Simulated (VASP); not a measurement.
**NaZnCl3: single point with PBE**

Crystal: NaZnCl3.

```xyz
5
Lattice="4.8580 0.0000 0.0000 0.0000 4.8580 0.0000 0.0000 0.0000 4.8580" Properties=species:S:1:pos:R:3 pbc="T T T"
Na    0.0000    0.0000    0.0000
Zn    2.4290    2.4290    2.4290
Cl    2.4290    2.4290    0.0000
Cl    2.4290    0.0000    2.4290
Cl    0.0000    2.4290    2.4290
```

* Program: VASP 6.6.1
* Task: single point
* Functional: PBE
* Potentials or basis: VASP PAW PBE potentials, release 64 (Na_pv, Zn, Cl)
* Cutoff: 520 eV
* k mesh: 6 × 6 × 6
* Occupations: fermi-dirac, width 0.02 eV
* Spin: no spin polarisation
* Dipole correction: no
* Further INCAR settings: ALGO = Normal; EDIFF = 1e-06; NBANDS = 28

| Quantity | Value |
| --- | --- |
| Pressure | 1.3 GPa |
| Band gap on the k mesh | 1.69 eV (least direct gap 2.28 eV) |

Levels at points of the mesh, in eV from the valence-band top:
| k point | band 17 | band 18 | band 19 | band 20 | band 21 | band 22 | band 23 | band 24 |
| --- | --- | --- | --- | --- | --- | --- | --- | --- |
| (0.00, 0.00, 0.00) | -0.85 | -0.59 | -0.59 | -0.59 | 1.69 | 4.24 | 8.25 | 8.25 |
| (0.50, 0.00, 0.00) | -1.16 | -1.08 | -0.68 | -0.68 | 4.71 | 6.24 | 6.79 | 8.80 |
| (0.50, 0.50, 0.00) | -1.13 | -1.13 | -0.02 | -0.01 | 6.63 | 6.77 | 7.61 | 7.61 |
| (0.50, 0.50, 0.50) | -0.01 | -0.01 | 0.00 | 0.00 | 5.03 | 6.61 | 6.61 | 6.61 |

Wall time 25 s on 1 thread of Intel(R) Xeon(R) 6975P-C (Granite Rapids) (shared host), peak memory 0.23 GiB.

A k mesh can miss the band edges.
